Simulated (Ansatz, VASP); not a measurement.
LiBr: VASP beside Ansatz

```
Li Br
1.0
     0.00000    2.44599    2.44599
     2.44599    0.00000    2.44599
     2.44599    2.44599    0.00000
Li Br
1 1
Cartesian
  0.0000 0.0000 0.0000
  2.4460 2.4460 2.4460
```

Change from the starting cell: volume scaled by 0.7, LAPW.

Alike in both runs: task single point; functional PBE; k mesh 13 × 13 × 13; occupations fermi-dirac, width 0.05 eV; no spin polarisation.

```csv
,VASP,Ansatz
version,VASP 6.6.1,Ansatz 0.2.0
potentials or method,"VASP PAW PBE potentials, release 64 (Li_sv, Br), cutoff 750 eV","all-electron LAPW, scalar-relativistic"
```

|  | VASP | Ansatz | Ansatz less VASP |
| --- | --- | --- | --- |
| gap on the k mesh at the Fermi level (eV) | 5.75 | 5.75 | +0.005 |
| pressure (GPa) | 19.9 | 20.0 | +0.06 |

Ansatz ran all-electron here, and VASP with PAW potentials.
